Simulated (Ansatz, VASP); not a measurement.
Two plane-wave programs on CuI

```
I Cu
1.0
     0.00000    3.03150    3.03150
     3.03150    0.00000    3.03150
     3.03150    3.03150    0.00000
I Cu
1 1
Direct
  0.00000 0.00000 0.00000
  0.75000 0.75000 0.75000
```

Alike in both runs: task relaxation of cell and atoms; functional revPBE; dispersion D3(BJ); k mesh 8 × 8 × 8; occupations fermi-dirac, width 0.05 eV; no spin polarisation.

|  | VASP | Ansatz |
| --- | --- | --- |
| version | VASP 6.6.1 | Ansatz 0.2.0 |
| potentials or method | VASP PAW PBE potentials, release 64 (I, Cu) | Ansatz PAW |
| plane-wave cutoff (eV) | 600 | 420 |
| valence electrons in the cell | 18 | 36 |

Ansatz gave:

- gap on the k mesh at the Fermi level, each at its own relaxed structure (eV): 1.40
- relaxed volume (Å³/atom): 26.14
- relaxed length of the cell vector where the two differ most in proportion (Å): 4.197

Q: Estimate VASP's values.

A: gap on the k mesh at the Fermi level, each at its own relaxed structure (eV): 1.41; relaxed volume (Å³/atom): 26.18; relaxed length of the cell vector where the two differ most in proportion (Å): 4.199.

VASP's potentials were made for PBE, not for revPBE. VASP's potentials hold 18 valence electrons a cell and Ansatz's 36, so a difference there can come from the potentials and not from the codes.

Spin-orbit coupling is off throughout. Noted on Ansatz's run: the plane-wave basis is chosen anew once the cell has moved, so the energies of steps on either side of that aren't comparable.
